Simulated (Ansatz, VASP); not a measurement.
# One calculation of GaAs, two programs

INCAR

```
SYSTEM = GaAs
ALGO     = Normal         ! electronic algorithm
EDIFF    = 1E-6           ! SCF threshold, eV
ENCUT    = 500            ! plane-wave cutoff, eV
GGA      = PE             ! functional
GGA_COMPAT= .FALSE.      
ISIF     = 2              ! what is computed and relaxed
ISMEAR   = 0              ! smearing method
IVDW     = 12             ! dispersion correction
LASPH    = .TRUE.         ! aspherical terms in the spheres
LCHARG   = .FALSE.        ! write CHGCAR
LREAL    = .FALSE.        ! projectors in reciprocal space
LWAVE    = .FALSE.        ! write WAVECAR
NBANDS   = 16             ! bands
NELM     = 120            ! most SCF steps
PREC     = Accurate       ! precision mode
SIGMA    = 0.1            ! smearing width, eV
```

The input KPOINTS:

```
k-points
0
G
  4 4 4
  0 0 0
```

Contents of POSCAR:

```
GaAs
1.0
    0.0000000000      2.8750910496      2.8750910496
    2.8750910496      0.0000000000      2.8750910496
    2.8750910496      2.8750910496      0.0000000000
Ga As
1 1
Direct
    0.0000000000      0.0000000000      0.0000000000
    0.2500000000      0.2500000000      0.2500000000
```

Input for Ansatz:

```yaml
crystal:
  lattice:
    - [0.0, 2.8750910496, 2.8750910496]
    - [2.8750910496, 0.0, 2.8750910496]
    - [2.8750910496, 2.8750910496, 0.0]
  atoms:
    - { symbol: Ga, position: [0.0, 0.0, 0.0] }
    - { symbol: As, position: [0.25, 0.25, 0.25] }
basis:
  ecutwfc: 420
kpoints:
  mp_grid: { grid: [4, 4, 4] }
hamiltonian:
  xc: pbe
  dispersion: d3bj
scf:
  occupations: { method: gaussian, width: 0.1 }
  max_iter: 75
output:
  forces: true
  stress: true
  eigenvalues: true
```

Alike in both runs: task single point; functional PBE; dispersion D3(BJ); k mesh 4 × 4 × 4; occupations gaussian, width 0.1 eV; no spin polarisation.

|  | VASP | Ansatz |
| --- | --- | --- |
| version | VASP 6.6.1 | Ansatz 0.2.0 |
| potentials or method | VASP PAW PBE potentials, release 64 (Ga_d, As), cutoff 500 eV | scalar-relativistic, plane waves, PAW |
| valence electrons in the cell | 18 | 28 |

|  | VASP | Ansatz | Ansatz less VASP |
| --- | --- | --- | --- |
| gap on the k mesh at the Fermi level (eV) | 0.13 | 0.13 | -0.003 |
| least direct gap on the mesh (eV) | 0.13 | 0.13 | -0.003 |
| pressure (GPa) | -1.9 | -2.0 | -0.13 |

VASP's potentials hold 18 valence electrons a cell and Ansatz's 28, so a difference there can come from the potentials and not from the codes.

The k mesh is coarse, so the values compare programs but aren't converged.
